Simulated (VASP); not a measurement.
Input of a VASP 6.6.1 run:

The input POSCAR:

```
GaN
1.0
    3.1830885708      0.0000000000      0.0000000000
   -1.5915442854      2.7566355648      0.0000000000
    0.0000000000      0.0000000000      5.1835152961
Ga N
2 2
Direct
    0.3333333333      0.6666666667      0.0000106777
    0.6666666667      0.3333333333      0.5000106777
    0.3333333333      0.6666666667      0.3767893223
    0.6666666667      0.3333333333      0.8767893223
```

Contents of INCAR.step1:

```
SYSTEM = GaN
PREC = Accurate ; ENCUT = 520
ISMEAR = 0 ; SIGMA = 0.01
LREAL = .False. ; LASPH = .True.
NELM = 60 ; NBANDS = 26
GGA = PE ; ALGO = Normal
EDIFF = 1E-4 ; LWAVE = .True.
LCHARG = .False.
```

The input INCAR.step2:

```
SYSTEM = GaN
PREC = Accurate ; ENCUT = 520
EDIFF = 1E-6 ; ISMEAR = 0
SIGMA = 0.01 ; LREAL = .False.
LASPH = .True. ; NELM = 60
ALGO = Normal ; ISIF = 2
LWAVE = .False. ; LCHARG = .True.
METAGGA = R2SCAN ; LMIXTAU = .True.
LELF = .True. ; LVHAR = .True.
NBANDS = 26 ; ISTART = 1
```

File KPOINTS:

```
Automatic mesh
0
Gamma
  8 8 5
  0 0 0
```

Potentials or basis: VASP PAW PBE potentials, release 64 (Ga_d, N).

The run is started by

```bash
$ cat potpaw_PBE.64/Ga_d/POTCAR potpaw_PBE.64/N/POTCAR > POTCAR
$ cp INCAR.step1 INCAR
$ mpirun -np 1 vasp_std > vasp.out
$ cp INCAR.step2 INCAR
$ mpirun -np 1 vasp_std > vasp.out
```

Q: What does it give for the pressure?

A: 1.1 GPa.

Q: Predict the band gap on the k mesh.

A: 2.34 eV, direct.

Q: What does it give for the largest force?

A: 0.010 eV/Å.

Stress tensor (GPa, compression positive):
```
1.12 0.00 0.00
0.00 1.12 0.00
0.00 0.00 1.01
```

Caveat: the PAW data sets were made with another functional, which shifts forces and pressure a little. r2SCAN opens gaps a little over a GGA but as a rule still falls short of measured ones.
